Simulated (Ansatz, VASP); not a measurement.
## NaCl: VASP beside Ansatz

```xyz
2
Lattice="2.7868 2.7868 0.0000 -2.7868 2.7868 0.0000 0.0000 2.7868 2.7121" Properties=species:S:1:pos:R:3 pbc="T T T"
Na    0.0000    0.0000    0.0000
Cl    0.0000    2.7868    0.0000
```

Change from the starting cell: film at in-plane strain +0.02.

Alike in both runs: task single point; functional LDA; k mesh 8 × 8 × 8; no spin polarisation.

```csv
,VASP,Ansatz
version,VASP 6.6.1,Ansatz 0.2.0
potentials or method,"VASP PAW LDA potentials, release 64 (Na_pv, Cl), cutoff 520 eV","all-electron LAPW, scalar-relativistic"
occupations,"gaussian, width 0.01 eV",fixed
```

|  | VASP | Ansatz | Ansatz less VASP |
| --- | --- | --- | --- |
| gap on the k mesh at the Fermi level (eV) | 4.94 | 4.93 | -0.005 |
| pressure (GPa) | -0.9 | -0.9 | -0.02 |
| traceless stress, the component that is largest in VASP (GPa) | 0.92 | 0.91 | -0.008 |

LDA's correlation is that of Perdew and Zunger in VASP and of Perdew and Wang (1992) in Ansatz. Ansatz ran all-electron here, and VASP with PAW potentials.
